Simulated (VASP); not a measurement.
# AlNi3 (R-3m) in VASP: notebook

Runs on AlNi3. Level: PBEsol. Tasks: single point.

All numbers are computed with VASP 6.6.1; they aren't measurements. Logs are shortened: lines on timing, memory, paths and dates and some standing lists are left out, and cuts for length are marked.

**1. The cell of the first run**

The structure is trigonal, space group R-3m (No. 166). Conventional cell: a = 4.011 Å, b = 4.011 Å, c = 9.135 Å, α = 90.00°, β = 90.00°, γ = 120.00°. Al (site symmetry -3m) has 14 Ni at 2.28 to 2.77 Å within 3.0 Å. Ni (site symmetry 3m) has 4 Al at 2.28 to 2.44 Å and 10 Ni at 2.28 to 2.77 Å within 3.0 Å. Ni (site symmetry -3m) has 8 Ni at 2.28 to 2.44 Å and 6 Al at 2.77 Å within 3.0 Å.

**2. Single point, PBEsol (10.61 Å³/atom)**

File INCAR:

```
SYSTEM = AlNi3
  PREC = Accurate
  ENCUT = 520
  EDIFF = 1E-6
  ISMEAR = 0
  SIGMA = 0.15
  LREAL = .False.
  LASPH = .True.
  NELM = 100
  ALGO = Fast
  ISIF = 2
  LWAVE = .False.
  LCHARG = .True.
  GGA = PS
  LELF = .True.
  LVHAR = .True.
  NBANDS = 24
```

File KPOINTS:

```
Automatic mesh
0
Gamma
  14 14 14
  0 0 0
```

File POSCAR:

```
AlNi3
1.0
   -0.1327322772      2.7034274915      2.7034274915
    2.7034274915     -0.1327322772      2.7034274915
    2.7034274915      2.7034274915     -0.1327322772
Al Ni
1 3
Direct
    0.5000000000      0.5000000000      0.5000000000
    0.2500000000      0.2500000000      0.2500000000
    0.0000000000      0.0000000000      0.0000000000
    0.7500000000      0.7500000000      0.7500000000
```

Potentials or basis: VASP PAW PBE potentials, release 64 (Al, Ni).

Run with:

```
$ cat potpaw_PBE.64/Al/POTCAR potpaw_PBE.64/Ni/POTCAR > POTCAR
$ mpirun -np 1 vasp_std > vasp.out
```

OUTCAR:

```text
SYSTEM = AlNi3
   PREC = Accurate
   ENCUT = 520
   EDIFF = 1E-6
   ISMEAR = 0
   LREAL = .False.
   LASPH = .True.
   NELM = 100
   ISIF = 2
   GGA = PS

 ion  position               nearest neighbor table
   1  0.500  0.500  0.500-   2 2.28   4 2.28   2 2.44   2 2.44   2 2.44   4 2.44   4 2.44   4 2.44
                             3 2.77   3 2.77   3 2.77   3 2.77   3 2.77   3 2.77
   2  0.250  0.250  0.250-   1 2.28   3 2.28   3 2.44   3 2.44   3 2.44   1 2.44   1 2.44   1 2.44
                             4 2.77   4 2.77   4 2.77   4 2.77   4 2.77   4 2.77
   3  0.000  0.000  0.000-   2 2.28   4 2.28   4 2.44   4 2.44   4 2.44   2 2.44   2 2.44   2 2.44
                             1 2.77   1 2.77   1 2.77   1 2.77   1 2.77   1 2.77
   4  0.750  0.750  0.750-   1 2.28   3 2.28   1 2.44   1 2.44   1 2.44   3 2.44   3 2.44   3 2.44
                             2 2.77   2 2.77   2 2.77   2 2.77   2 2.77   2 2.77

  LATTYP: Found a trigonal (rhomboedric) cell.
 ALAT       =     3.8255271873
 COS(alpha) =     0.4503594078

  Lattice vectors:

 A1 = (  -0.1327322772,   2.7034274915,   2.7034274915)
 A2 = (   2.7034274915,  -0.1327322772,   2.7034274915)
 A3 = (   2.7034274915,   2.7034274915,  -0.1327322772)

Analysis of symmetry for initial positions (statically):
=====================================================================
 Subroutine PRICEL returns:
 Original cell was already a primitive cell.

 Routine SETGRP: Setting up the symmetry group for a
 trigonal (rhombohedral) supercell.

 Subroutine GETGRP returns: Found 12 space group operations
 (whereof 12 operations were pure point group operations)
 out of a pool of 12 trial point group operations.

The static configuration has the point symmetry D_3d.

Analysis of symmetry for dynamics (positions and initial velocities):
=====================================================================
 Subroutine PRICEL returns:
 Original cell was already a primitive cell.

 Routine SETGRP: Setting up the symmetry group for a
 trigonal (rhombohedral) supercell.

 Subroutine GETGRP returns: Found 12 space group operations
 (whereof 12 operations were pure point group operations)
 out of a pool of 12 trial point group operations.

The dynamic configuration has the point symmetry D_3d.

 Subroutine INISYM returns: Found 12 space group operations
 (whereof 12 operations are pure point group operations),
 and found     1 'primitive' translations

----------------------------------------------------------------------------------------

                                     Primitive cell

  volume of cell :      42.4240

  direct lattice vectors                    reciprocal lattice vectors
    -0.132732277  2.703427491  2.703427491    -0.171857966  0.180731480  0.180731480
     2.703427491 -0.132732277  2.703427491     0.180731480 -0.171857966  0.180731480
     2.703427491  2.703427491 -0.132732277     0.180731480  0.180731480 -0.171857966

  length of vectors
     3.825527187  3.825527187  3.825527187     0.307998208  0.307998208  0.307998208

  position of ions in fractional coordinates (direct lattice)
     0.500000000  0.500000000  0.500000000
     0.250000000  0.250000000  0.250000000
     0.000000000  0.000000000  0.000000000
     0.750000000  0.750000000  0.750000000

  ion indices of the primitive-cell ions
   primitive index   ion index
                 1           1
                 2           2
                 3           3
                 4           4

----------------------------------------------------------------------------------------

 KPOINTS: Automatic mesh

Automatic generation of k-mesh.
 Grid dimensions read from file:
 generate k-points for:   14   14   14

 Generating k-lattice:

  Cartesian coordinates                     Fractional coordinates (reciprocal lattice)
    -0.012275569  0.012909391  0.012909391     0.071428571  0.000000000  0.000000000
     0.012909391 -0.012275569  0.012909391     0.000000000  0.071428571  0.000000000
     0.012909391  0.012909391 -0.012275569     0.000000000  0.000000000  0.071428571

  Length of vectors
     0.021999872  0.021999872  0.021999872

  Shift w.r.t. Gamma in fractional coordinates (k-lattice)
     0.000000000  0.000000000  0.000000000

 Subroutine IBZKPT returns following result:
 ===========================================

 Found    288 irreducible k-points:

 Following reciprocal coordinates:
            Coordinates               Weight
  0.000000  0.000000  0.000000      1.000000
  0.071429  0.000000  0.000000      6.000000
  0.142857  0.000000 -0.000000      6.000000
  0.214286  0.000000  0.000000      6.000000
  0.285714  0.000000  0.000000      6.000000
  0.357143 -0.000000 -0.000000      6.000000
[... 16 lines left out ...]
  0.214286  0.142857  0.000000     12.000000
  0.285714  0.142857  0.000000     12.000000
 [... further k-points ...]
   k-points           NKPTS =    288   k-points in BZ     NKDIM =    288   number of bands    NBANDS=     24
   number of dos      NEDOS =    301   number of ions     NIONS =      4
   total plane-waves  NPLWV =  21952
   dimension x,y,z NGX =    28 NGY =   28 NGZ =   28
   dimension x,y,z NGXF=    56 NGYF=   56 NGZF=   56
   ions per type =               1   3
   NGX,Y,Z   is equivalent  to a cutoff of  12.17, 12.17, 12.17 a.u.
   NGXF,Y,Z  is equivalent  to a cutoff of  24.34, 24.34, 24.34 a.u.
 SYSTEM =  AlNi3
   PREC   = accura    normal or accurate (medium, high low for compatibility)
   ISTART =      0    job   : 0-new  1-cont  2-samecut
   ICHARG =      2    charge: 1-file 2-atom 10-const
   ISPIN  =      1    spin polarized calculation?
   LNONCOLLINEAR =      F non collinear calculations
   LSORBIT =      F    spin-orbit coupling
   LASPH  =      T    aspherical Exc in radial PAW
   ENCUT  =  520.0 eV  38.22 Ry    6.18 a.u.   7.11  7.11  7.11*2*pi/ulx,y,z
   NELM   =    100;   NELMIN=  2; NELMDL= -5     # of ELM steps
   EDIFF  = 0.1E-05   stopping-criterion for ELM
   LREAL  =      F    real-space projection
   EDIFFG = 0.1E-04   stopping-criterion for IOM
   NSW    =      0    number of steps for IOM
   IBRION =     -1    ionic relax: 0-MD 1-quasi-New 2-CG
   NFREE  =      0    steps in history (QN), initial steepest desc. (CG)
   ISIF   =      2    stress and relaxation
   ISYM   =      2    0-nonsym 1-usesym 2-fastsym
   POTIM  = 0.5000    time-step for ionic-motion
   TEBEG  =    0.0;   TEEND  =   0.0 temperature during run
   PSTRESS=    0.0 pullay stress
   NELECT =      33.0000    total number of electrons
   NUPDOWN=      -1.0000    fix difference up-down
   EMIN   =  10.00;   EMAX   =-10.00  energy-range for DOS
   EFERMI =   0.00;   METHOD = LEGACY
   ISMEAR =     0;   SIGMA  =   0.15  broadening in eV -4-tet -1-fermi 0-gaus
   EFERMI_NEDOS =   21; number of points for ismear=-14 and -15
   IALGO  =     68    algorithm
   IMIX   =      4    mixing-type and parameters
     AMIX     =   0.40;   BMIX     =  1.00
     AMIX_MAG =   1.60;   BMIX_MAG =  1.00
  volume/ion in A,a.u.               =      10.61        71.57
  Fermi-wavevector in a.u.,A,eV,Ry     =   1.505598  2.845167 30.842018  2.266824
  Thomas-Fermi vector in A             =   2.616425
   LORBIT       =      0    0 simple, 1 ext, 2 COOP (PROOUT), +10 PAW based schemes
   GGA     = PS    functional components
   LHFCALC =     F    Hartree Fock is set to
   AEXX    =    0.0000 exact exchange contribution
   IVDW    =     0    specifies the selected vdW correction
   LEPSILON=     F    determine dielectric tensor
   LRPA    =     F    only Hartree local field effects (RPA)
 non-spin polarized calculation
 RMM-DIIS sequential band-by-band and
 Gauss-broadening in eV      SIGMA  =   0.15
  energy-cutoff  :      520.00
  volume of cell :       42.42
 maximum number of plane-waves:      1160
   NGX = 15   NGY = 15   NGZ = 15

 number of electron      32.9999966 magnetization

 Free energy of the ion-electron system (eV)
  ---------------------------------------------------
  ext. energy  EPLUGINS =         0.00000000
  ---------------------------------------------------
  free energy    TOTEN  =       -23.88102083 eV

  energy without entropy =      -23.85202855  energy(sigma->0) =      -23.86652469

 E-fermi :  10.3284     XC(G=0): -13.1587

 val. band max:       10.3260273139   @ k =  -0.4286   0.4286   0.0000
 cond. band min:      10.3286216293   @ k =  -0.2857   0.5000   0.2143
 fundamental gap:      0.0025943155
 Fermi energy:        10.3284218090

 k-point     1 :       0.0000    0.0000    0.0000
  band No.  band energies     occupation
      1      -0.1446      2.00000
      2       6.5001      2.00000
      3       6.5001      2.00000
      4       6.6078      2.00000
      5       6.6078      2.00000
      6       6.7748      2.00000
[... 16 lines left out ...]
     23      18.3314      0.00000
     24      19.2148      0.00000

 k-point     2 :       0.0714    0.0000    0.0000
  band No.  band energies     occupation
      1      -0.0690      2.00000
      2       6.4491      2.00000
      3       6.4912      2.00000
      4       6.5782      2.00000
      5       6.6947      2.00000
      6       6.8173      2.00000
[... 16 lines left out ...]
     23      18.4628      0.00000
     24      19.0256      0.00000

 k-point     3 :       0.1429    0.0000   -0.0000
  band No.  band energies     occupation
      1       0.1563      2.00000
      2       6.4008      2.00000
      3       6.4466      2.00000
      4       6.5041      2.00000
      5       6.8459      2.00000
      6       6.9338      2.00000
[... 16 lines left out ...]
     23      18.5740      0.00000
     24      18.6844      0.00000
[... 514 lines left out ...]
 k-point    23 :       0.2143    0.1429    0.0000
  band No.  band energies     occupation
      1       0.5484      2.00000
      2       5.9723      2.00000
      3       6.6750      2.00000
      4       6.7434      2.00000
      5       6.9484      2.00000
      6       6.9707      2.00000
[... 16 lines left out ...]
     23      18.2660      0.00000
     24      20.0486      0.00000

 k-point    24 :       0.2857    0.1429    0.0000
  band No.  band energies     occupation
      1       0.9663      2.00000
      2       5.7845      2.00000
      3       6.5289      2.00000
      4       6.7903      2.00000
      5       7.0717      2.00000
      6       7.1423      2.00000
[... 16 lines left out ...]
     23      18.3338      0.00000
     24      20.2381      0.00000

 [... further k-points ...]

------------------------ aborting loop because EDIFF is reached ----------------------------------------

  FORCE on cell =-STRESS in cart. coord.  units (eV):
  Direction    XX          YY          ZZ          XY          YZ          ZX
  --------------------------------------------------------------------------------------
  -------------------------------------------------------------------------------------
  Total        2.2622991      2.2622991      2.2622991      2.4831197      2.4831197      2.4831197
  in kB       85.4375916     85.4375916     85.4375916     93.7770626     93.7770626     93.7770626
  external PRESSURE =      85.4375916 kB  Pullay stress =       0.0000000 kB

 VOLUME and BASIS-vectors are now :
 -----------------------------------------------------------------------------
  energy-cutoff  :      520.00
  volume of cell :       42.42
      direct lattice vectors                 reciprocal lattice vectors
    -0.132732277  2.703427491  2.703427491    -0.171857966  0.180731480  0.180731480
     2.703427491 -0.132732277  2.703427491     0.180731480 -0.171857966  0.180731480
     2.703427491  2.703427491 -0.132732277     0.180731480  0.180731480 -0.171857966

 POSITION                                       TOTAL-FORCE (eV/Angst)
 -----------------------------------------------------------------------------------
      2.63706      2.63706      2.63706         0.000000     -0.000000     -0.000000
      1.31853      1.31853      1.31853         0.068310      0.068310      0.068310
      0.00000      0.00000      0.00000         0.000000     -0.000000     -0.000000
      3.95559      3.95559      3.95559        -0.068310     -0.068310     -0.068310
 -----------------------------------------------------------------------------------
    total drift:                                0.000000      0.000000      0.000000

  FREE ENERGIE OF THE ION-ELECTRON SYSTEM (eV)
  ---------------------------------------------------
  free  energy   TOTEN  =       -23.8810208295 eV

  energy  without entropy=      -23.8520285506  energy(sigma->0) =      -23.86652469
```

Run time: 2.5 min. Hardware: 1 thread of Intel Xeon 6975P-C (Granite Rapids), shared host; peak memory 0.34 GiB.

Results:

```yaml
Free_energy: -23.8810 eV
Pressure: 8.5 GPa
Largest_force: 0.118 eV/Å
Band_gap_on_the_k_mesh: zero (an odd number of electrons rules out a gap without spin polarisation)
```

Forces in eV/Å, atoms in the order of the input:
```
Al   0.000  0.000  0.000
Ni   0.068  0.068  0.068
Ni   0.000  0.000  0.000
Ni  -0.068 -0.068 -0.068
```

Caveat: the cell stands under pressure; the PAW data sets were made with another functional, which shifts forces and pressure a little. Spin polarisation is off, so any magnetic state and its effect on volume and gap are missing.

[end of part 1 of 2]
